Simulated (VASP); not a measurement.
# MoSe (Fm-3m) in VASP: a series of runs, part 2 of 2

VASP 6.6.1. Earlier steps stand in the parts before.

## (3) Single point, PBEsol, collinear spin (16.74 Å³/atom)

This run uses another cell than the first one, of 16.74 Å³/atom.

The input, INCAR:

```
SYSTEM = MoSe
  PREC = Accurate
  ENCUT = 500
  EDIFF = 1E-6
  ISMEAR = 0
  SIGMA = 0.05
  LREAL = .FALSE.
  LASPH = .TRUE.
  NELM = 200
  ALGO = Normal
  ISIF = 2
  LWAVE = .FALSE.
  LCHARG = .FALSE.
  ISPIN = 2
  MAGMOM = 0.24 0
  LORBIT = 11
  LMAXMIX = 4
  GGA = PS
  NBANDS = 21
  GGA_COMPAT = .FALSE.
```

The input, KPOINTS:

```
regular mesh
0
G
  10 10 10
  0 0 0
```

The input, POSCAR:

```
MoSe
1.0
    0.0000000000      2.5580757262      2.5580757262
    2.5580757262      0.0000000000      2.5580757262
    2.5580757262      2.5580757262      0.0000000000
Mo Se
1 1
Direct
    0.5000000000      0.5000000000      0.5000000000
    0.0000000000      0.0000000000      0.0000000000
```

Potentials or basis: VASP PAW PBE potentials, release 64 (Mo_sv, Se).

Launch:

```sh
> cat potpaw_PBE.64/Mo_sv/POTCAR potpaw_PBE.64/Se/POTCAR > POTCAR
> mpirun -np 1 vasp_std > vasp.out
```

OUTCAR:

```text
SYSTEM = MoSe
   PREC = Accurate
   ENCUT = 500
   EDIFF = 1E-6
   ISMEAR = 0
   LREAL = .FALSE.
   LASPH = .TRUE.
   NELM = 200
   ISIF = 2
   ISPIN = 2
   LORBIT = 11
   GGA = PS

 ion  position               nearest neighbor table
   1  0.500  0.500  0.500-   2 2.56   2 2.56   2 2.56   2 2.56   2 2.56   2 2.56
   2  0.000  0.000  0.000-   1 2.56   1 2.56   1 2.56   1 2.56   1 2.56   1 2.56

  LATTYP: Found a face centered cubic cell.
 ALAT       =     5.1161514524

  Lattice vectors:

 A1 = (   0.0000000000,   2.5580757262,   2.5580757262)
 A2 = (   2.5580757262,   0.0000000000,   2.5580757262)
 A3 = (   2.5580757262,   2.5580757262,   0.0000000000)

Analysis of symmetry for initial positions (statically):
=====================================================================
 Subroutine PRICEL returns:
 Original cell was already a primitive cell.

 Routine SETGRP: Setting up the symmetry group for a
 face centered cubic supercell.

 Subroutine GETGRP returns: Found 48 space group operations
 (whereof 48 operations were pure point group operations)
 out of a pool of 48 trial point group operations.

The static configuration has the point symmetry O_h .

Analysis of symmetry for dynamics (positions and initial velocities):
=====================================================================
 Subroutine PRICEL returns:
 Original cell was already a primitive cell.

 Routine SETGRP: Setting up the symmetry group for a
 face centered cubic supercell.

 Subroutine GETGRP returns: Found 48 space group operations
 (whereof 48 operations were pure point group operations)
 out of a pool of 48 trial point group operations.

The dynamic configuration has the point symmetry O_h .

Analysis of structural, dynamic, and magnetic symmetry:
=====================================================================
 Subroutine PRICEL returns:
 Original cell was already a primitive cell.

 Routine SETGRP: Setting up the symmetry group for a
 face centered cubic supercell.

[... 148 lines left out ...]
  ---------------------------------------------------
  free energy    TOTEN  =       -14.58447933 eV

  energy without entropy =      -14.58064398  energy(sigma->0) =      -14.58256166

 E-fermi :  10.3370     XC(G=0): -12.2264

 val. band max:       10.3316849645   @ k =  -0.3000   0.5000   0.2000
 cond. band min:      10.3407588878   @ k =   0.5000   0.3000   0.1000
 fundamental gap:      0.0090739233
 Fermi energy:        10.3370468479

 spin component 1

 k-point     1 :       0.0000    0.0000    0.0000
  band No.  band energies     occupation
      1     -50.8179      1.00000
      2     -24.9630      1.00000
      3     -24.9630      1.00000
      4     -24.9630      1.00000
      5      -6.0466      1.00000
      6       8.0345      1.00000
[... 565 lines left out ...]
     20      27.4891      0.00000
     21      28.3197      0.00000

 [... further k-points ...]

 spin component 2

 k-point     1 :       0.0000    0.0000    0.0000
  band No.  band energies     occupation
      1     -50.8160      1.00000
      2     -24.9609      1.00000
      3     -24.9609      1.00000
      4     -24.9609      1.00000
      5      -6.0464      1.00000
      6       8.0347      1.00000
[... 565 lines left out ...]
     20      27.4898      0.00000
     21      28.3204      0.00000

 [... further k-points ...]

------------------------ aborting loop because EDIFF is reached ----------------------------------------

  FORCE on cell =-STRESS in cart. coord.  units (eV):
  Direction    XX          YY          ZZ          XY          YZ          ZX
  --------------------------------------------------------------------------------------
  -------------------------------------------------------------------------------------
  Total        0.7544074      0.7544074      0.7544074      0.0000000      0.0000000      0.0000000
  in kB       36.1032536     36.1032536     36.1032536      0.0000000      0.0000000      0.0000000
  external PRESSURE =      36.1032536 kB  Pullay stress =       0.0000000 kB

 VOLUME and BASIS-vectors are now :
 -----------------------------------------------------------------------------
  energy-cutoff  :      500.00
  volume of cell :       33.48
      direct lattice vectors                 reciprocal lattice vectors
     0.000000000  2.558075726  2.558075726    -0.195459421  0.195459421  0.195459421
     2.558075726  0.000000000  2.558075726     0.195459421 -0.195459421  0.195459421
     2.558075726  2.558075726  0.000000000     0.195459421  0.195459421 -0.195459421

 POSITION                                       TOTAL-FORCE (eV/Angst)
 -----------------------------------------------------------------------------------
      2.55808      2.55808      2.55808        -0.000000      0.000000     -0.000000
      0.00000      0.00000      0.00000         0.000000     -0.000000      0.000000
 -----------------------------------------------------------------------------------
    total drift:                                0.000000      0.000000      0.000000

  FREE ENERGIE OF THE ION-ELECTRON SYSTEM (eV)
  ---------------------------------------------------
  free  energy   TOTEN  =       -14.5844793350 eV

  energy  without entropy=      -14.5806439841  energy(sigma->0) =      -14.58256166

 total charge

# of ion       s       p       d       tot
------------------------------------------
    1        2.218   6.108   4.151  12.477
    2        1.430   2.409   0.143   3.983
--------------------------------------------------
tot          3.648   8.517   4.294  16.460

 magnetization (x)

# of ion       s       p       d       tot
------------------------------------------
    1        0.000   0.000   0.003   0.003
    2       -0.000  -0.000   0.000   0.000
--------------------------------------------------
tot          0.000   0.000   0.003   0.003
```

OSZICAR:

```text
N       E                     dE             d eps       ncg     rms          rms(c)
DAV:   1     0.153556978208E+03    0.15356E+03   -0.10998E+04  3980   0.877E+02
DAV:   2    -0.114149427312E+02   -0.16497E+03   -0.16048E+03  4546   0.281E+02
DAV:   3    -0.150696887915E+02   -0.36547E+01   -0.36209E+01  4705   0.391E+01
DAV:   4    -0.150824599096E+02   -0.12771E-01   -0.12770E-01  4318   0.267E+00
DAV:   5    -0.150825378401E+02   -0.77930E-04   -0.77930E-04  4686   0.182E-01    0.163E+01
DAV:   6    -0.146186257846E+02    0.46391E+00   -0.17340E+00  4248   0.865E+00    0.635E+00
DAV:   7    -0.145907249623E+02    0.27901E-01   -0.98712E-02  4153   0.230E+00    0.405E+00
DAV:   8    -0.145843605010E+02    0.63645E-02   -0.16122E-02  4563   0.706E-01    0.527E-01
DAV:   9    -0.145843878004E+02   -0.27299E-04   -0.18243E-04  4393   0.980E-02    0.222E-01
DAV:  10    -0.145843806576E+02    0.71428E-05   -0.88529E-05  4573   0.620E-02    0.103E-01
DAV:  11    -0.145844089767E+02   -0.28319E-04   -0.39504E-05  4393   0.353E-02    0.244E-02
DAV:  12    -0.145844249022E+02   -0.15926E-04   -0.12253E-05  4353   0.211E-02    0.205E-02
DAV:  13    -0.145844376397E+02   -0.12737E-04   -0.70891E-06  4101   0.126E-02    0.157E-02
DAV:  14    -0.145844502780E+02   -0.12638E-04   -0.95472E-06  4270   0.155E-02    0.133E-02
DAV:  15    -0.145844746914E+02   -0.24413E-04   -0.83037E-05  4153   0.448E-02    0.665E-03
DAV:  16    -0.145844792402E+02   -0.45487E-05   -0.25570E-05  4468   0.246E-02    0.263E-03
DAV:  17    -0.145844793350E+02   -0.94792E-07   -0.63889E-07  2179   0.431E-03
   1 F= -.14584479E+02 E0= -.14582562E+02  d E =-.383535E-02  mag=    -0.0002
```

Run time: 2.5 min. Hardware: 1 thread of Intel Xeon 8259CL, shared host; peak memory 0.2 GiB.

What came out:

| Property | Result |
| --- | --- |
| Free energy | -14.5845 eV |
| Pressure | 3.6 GPa |
| Band gap on the k mesh | zero (filled and empty bands overlap) |
| Net moment | 0.00 μB per cell |
| Valence electrons inside the program's atomic spheres | Mo 12.48; Se 3.98 |

Levels at points of the mesh, in eV from the Fermi level:
Spin up:
```csv
k point,band 6,band 7,band 8,band 9,band 10,band 11,band 12,band 13,band 14,band 15
"(0.00, 0.00, 0.00)",-2.30,-2.30,-2.30,-2.19,-2.19,-2.19,-1.74,-1.74,3.14,7.80
"(0.50, 0.00, 0.00)",-8.38,-5.91,-5.91,-0.08,-0.08,0.65,2.47,5.20,5.20,6.39
"(0.50, 0.50, 0.00)",-6.57,-3.96,-3.93,-3.93,-0.79,0.59,0.59,1.59,2.99,10.05
```
Spin down:
| k point | band 7 | band 8 | band 9 | band 10 | band 11 | band 12 | band 13 | band 14 |
| --- | --- | --- | --- | --- | --- | --- | --- | --- |
| (0.00, 0.00, 0.00) | -2.30 | -2.30 | -2.19 | -2.19 | -2.19 | -1.73 | -1.73 | 3.14 |
| (0.50, 0.00, 0.00) | -5.91 | -5.91 | -0.08 | -0.08 | 0.65 | 2.47 | 5.20 | 5.20 |
| (0.50, 0.50, 0.00) | -3.96 | -3.93 | -3.93 | -0.79 | 0.60 | 0.60 | 1.59 | 2.99 |

Caveat: the cell stands under pressure; the PAW data sets were made with another functional, which shifts forces and pressure a little.

## (4) Single point, PBEsol, collinear spin (17.08 Å³/atom)

This run uses another cell than the first one, of 17.08 Å³/atom.

The input, INCAR:

```
SYSTEM = MoSe
PREC = Accurate ; ENCUT = 500
EDIFF = 1E-6 ; ISMEAR = 0
SIGMA = 0.05 ; LREAL = .FALSE.
LASPH = .TRUE. ; NELM = 200
ALGO = Normal ; ISIF = 2
LWAVE = .FALSE. ; LCHARG = .FALSE.
ISPIN = 2 ; MAGMOM = 0.26 0
LORBIT = 11 ; LMAXMIX = 4
GGA = PS ; NBANDS = 21
GGA_COMPAT = .FALSE.
```

The input, KPOINTS:

```
Automatic mesh
0
G
  10 10 10
  0 0 0
```

The input, POSCAR:

```
MoSe
1.0
    0.0000000000      2.5753605460      2.5753605460
    2.5753605460      0.0000000000      2.5753605460
    2.5753605460      2.5753605460      0.0000000000
Mo Se
1 1
Direct
    0.5000000000      0.5000000000      0.5000000000
    0.0000000000      0.0000000000      0.0000000000
```

Launch:

```sh
> cat potpaw_PBE.64/Mo_sv/POTCAR potpaw_PBE.64/Se/POTCAR > POTCAR
> mpirun -np 1 vasp_std > vasp.out
```

Wall time 1.9 min (1 thread of Intel Xeon 8259CL, shared host); peak memory 0.2 GiB.

The run converged. Its results:

- Free energy: -14.5926 eV
- Pressure: 0.2 GPa
- Net moment: 0.14 μB per cell
- Site moments: Mo +0.13; Se +0.00 μB
- Valence electrons inside the program's atomic spheres: Mo 12.44; Se 3.96

Levels at points of the mesh, in eV from the Fermi level:
Spin up:
| k point | band 8 | band 9 | band 10 | band 11 | band 12 | band 13 |
| --- | --- | --- | --- | --- | --- | --- |
| (0.00, 0.00, 0.00) | -2.29 | -2.15 | -2.15 | -2.15 | -1.71 | -1.71 |
| (0.50, 0.00, 0.00) | -5.81 | -0.12 | -0.12 | 0.58 | 2.47 | 5.01 |
| (0.50, 0.50, 0.00) | -3.89 | -3.87 | -0.80 | 0.52 | 0.52 | 1.49 |
Spin down:
```
           k point  band 6  band 7  band 8  band 9  band 10  band 11  band 12  band 13  band 14  band 15
(0.00, 0.00, 0.00)   -2.28   -2.28   -2.28   -2.07    -2.07    -2.07    -1.65    -1.65     2.98     7.85
(0.50, 0.00, 0.00)   -8.22   -5.77   -5.77   -0.03    -0.03     0.67     2.49     5.07     5.07     6.37
(0.50, 0.50, 0.00)   -6.46   -3.88   -3.88   -3.80    -0.73     0.63     0.63     1.55     2.90     9.92
```

Caveat: the PAW data sets were made with another functional, which shifts forces and pressure a little.

## (5) Single point, PBEsol, collinear spin (17.19 Å³/atom)

This run uses another cell than the first one, of 17.19 Å³/atom.

The input, INCAR:

```
PREC = Accurate
ENCUT = 500
EDIFF = 1E-6
ISMEAR = 0
SIGMA = 0.05
LREAL = F
LASPH = T
NELM = 200
ALGO = Normal
ISIF = 2
LWAVE = F
LCHARG = F
ISPIN = 2
MAGMOM = 0.41 0
LORBIT = 11
LMAXMIX = 4
GGA = PS
NBANDS = 21
GGA_COMPAT = F
```

The input, KPOINTS:

```
regular mesh
0
Gamma
  10 10 10
```

The input, POSCAR:

```
MoSe
1.0
    0.0000000000      2.5807626470      2.5807626470
    2.5807626470      0.0000000000      2.5807626470
    2.5807626470      2.5807626470      0.0000000000
Mo Se
1 1
Direct
    0.5000000000      0.5000000000      0.5000000000
    0.0000000000      0.0000000000      0.0000000000
```

Launch:

```sh
> cat potpaw_PBE.64/Mo_sv/POTCAR potpaw_PBE.64/Se/POTCAR > POTCAR
> mpirun -np 1 vasp_std > vasp.out
```

It took 2.5 min on 1 thread of Intel Xeon 8259CL, shared host; peak memory 0.2 GiB.

The run converged. Its results:

| Property | Result |
| --- | --- |
| Free energy | -14.5926 eV |
| Pressure | -0.6 GPa |
| Net moment | 0.30 μB per cell |
| Site moments | Mo +0.27; Se +0.01 μB |
| Valence electrons inside the program's atomic spheres | Mo 12.42; Se 3.96 |

Levels at points of the mesh, in eV from the Fermi level:
Spin up:
| k point | band 8 | band 9 | band 10 | band 11 | band 12 | band 13 |
| --- | --- | --- | --- | --- | --- | --- |
| (0.00, 0.00, 0.00) | -2.29 | -2.19 | -2.19 | -2.19 | -1.74 | -1.74 |
| (0.50, 0.00, 0.00) | -5.79 | -0.19 | -0.19 | 0.51 | 2.45 | 4.93 |
| (0.50, 0.50, 0.00) | -3.89 | -3.87 | -0.85 | 0.45 | 0.45 | 1.42 |
Spin down:
| k point | band 7 | band 8 | band 9 | band 10 | band 11 | band 12 | band 13 | band 14 |
| --- | --- | --- | --- | --- | --- | --- | --- | --- |
| (0.00, 0.00, 0.00) | -2.27 | -2.27 | -2.01 | -2.01 | -2.01 | -1.61 | -1.61 | 2.94 |
| (0.50, 0.00, 0.00) | -5.72 | -5.72 | 0.02 | 0.02 | 0.70 | 2.50 | 5.04 | 5.04 |
| (0.50, 0.50, 0.00) | -3.86 | -3.86 | -3.73 | -0.70 | 0.67 | 0.67 | 1.56 | 2.88 |

Caveat: the PAW data sets were made with another functional, which shifts forces and pressure a little.

## (6) Summary

| cell | gap on the mesh (eV) | pressure (GPa) | moment (μB) |
| --- | --- | --- | --- |
| a = 3.593 Å, angles 60.0°, 2 atoms | none | 7.4 | 0.01 |
| a = 3.618 Å, angles 60.0°, 2 atoms | none | 3.6 | 0.00 |
| a = 3.642 Å, angles 60.0°, 2 atoms | none | 0.2 | 0.14 |
| a = 3.650 Å, angles 60.0°, 2 atoms | none | -0.6 | 0.30 |

Alike in all rows: task single point; level PBEsol; potentials or basis VASP PAW PBE potentials, release 64 (Mo_sv, Se); spin collinear; k mesh 10 × 10 × 10; cutoff (eV) 500; smearing gaussian 0.05 eV.

Caveats: the PAW data sets were made with another functional, which shifts forces and pressure a little; the cell stands under pressure (at least some runs).

Total energies depend on the potentials used, so only differences within one code and one set of settings carry meaning.
